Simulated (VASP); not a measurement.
Here is a VASP 6.6.1 calculation.

File INCAR:

```
SYSTEM = Ge
PREC = Accurate
ENCUT = 520
EDIFF = 1E-6
ISMEAR = -1
SIGMA = 0.1
LREAL = .False.
LASPH = .True.
NELM = 80
ALGO = Normal
ISIF = 2
LWAVE = .False.
LCHARG = .True.
GGA = PS
LELF = .True.
LVHAR = .True.
NBANDS = 13
```

File KPOINTS:

```
regular mesh
0
Gamma
  15 15 15
  0 0 0
```

The input POSCAR:

```
Ge
1.0
    2.5547908195      0.0000000000      0.0000000000
    0.0000000000      2.5547908195      0.0000000000
    0.0000000000      0.0000000000      2.5547908195
Ge
1
Direct
    0.0000000000      0.0000000000      0.0000000000
```

Potentials or basis: VASP PAW PBE potentials, release 64 (Ge_d).

Run with:

```console
$ cat potpaw_PBE.64/Ge_d/POTCAR > POTCAR
$ mpirun -np 1 vasp_std > vasp.out
```

Question: What does it give for the pressure?

Answer: 13.4 GPa.

Question: Predict the band gap on the k mesh.

Answer: Zero (band 7 reaches 15.33 eV, above the bottom of band 8 at 5.08 eV).

Caveat: the PAW data sets were made with another functional, which shifts forces and pressure a little.
